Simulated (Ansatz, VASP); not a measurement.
Two plane-wave programs on Pt

The input INCAR:

```
PREC = Accurate
ENCUT = 520
EDIFF = 1E-7
ISMEAR = -1
SIGMA = 0.05
LREAL = F
LASPH = T
NELM = 100
ALGO = Normal
ISIF = 2
LWAVE = F
LCHARG = F
GGA = PS
NBANDS = 17
```

The input KPOINTS:

```
Automatic mesh
0
Gamma
  17 17 10
```

Contents of POSCAR:

```
Pt
1.0
    2.7287068120      0.0000000000      0.0000000000
   -1.3643534060      2.3631294186      0.0000000000
    0.0000000000      0.0000000000      4.6946395251
Pt
2
Direct
    0.3333333333      0.6666666667      0.2500000000
    0.6666666667      0.3333333333      0.7500000000
```

Input for Ansatz:

```yaml
crystal:
  lattice:
    - [2.728706812, 0.0, 0.0]
    - [-1.364353406, 2.3631294186, 0.0]
    - [0.0, 0.0, 4.6946395251]
  atoms:
    - { symbol: Pt, position: [0.3333333333, 0.6666666667, 0.25] }
    - { symbol: Pt, position: [0.6666666667, 0.3333333333, 0.75] }
kpoints:
  mp_grid: { grid: [17, 17, 10] }
  band_path:
    path:
      - [0.0, 0.0, 0.0]
      - [0.5, 0.0, 0.0]
      - [0.3333333333, 0.3333333333, 0.0]
      - [0.0, 0.0, 0.0]
      - [0.0, 0.0, 0.5]
      - [0.5, 0.0, 0.5]
      - [0.3333333333, 0.3333333333, 0.5]
      - [0.0, 0.0, 0.5]
      - [0.5, 0.0, 0.5]
    npoints: 8
scf:
  occupations: { method: fermi_dirac, width: 0.05 }
hamiltonian:
  xc: pbesol
  pseudopotentials: { kind: paw }
output:
  forces: true
  stress: true
  eigenvalues: true
  populations: true
  dos: { projected: true, de: 0.2, e_range: [-14, 8] }
```

Change from the starting cell: volume scaled by 1, PAW files.

Alike in both runs: task single point; functional PBEsol; k mesh 17 × 17 × 10; occupations fermi-dirac, width 0.05 eV; no spin polarisation.

|  | VASP | Ansatz |
| --- | --- | --- |
| version | VASP 6.6.1 | Ansatz 0.2.0 |
| potentials or method | VASP PAW PBE potentials, release 64 (Pt) | PAW with Ansatz's default frozen-core files, scalar-relativistic |
| plane-wave cutoff (eV) | 520 | 420 |
| valence electrons in the cell | 20 | 36 |

|  | VASP | Ansatz | Ansatz less VASP |
| --- | --- | --- | --- |
| pressure (GPa) | -0.4 | 0.0 | +0.40 |
| traceless stress, the component that is largest in VASP (GPa) | -0.10 | 0.00 | +0.099 |

VASP's potentials were made for PBE, not for PBEsol. VASP's potentials hold 20 valence electrons a cell and Ansatz's 36, so a difference there can come from the potentials and not from the codes.

Spin-orbit coupling is off throughout.
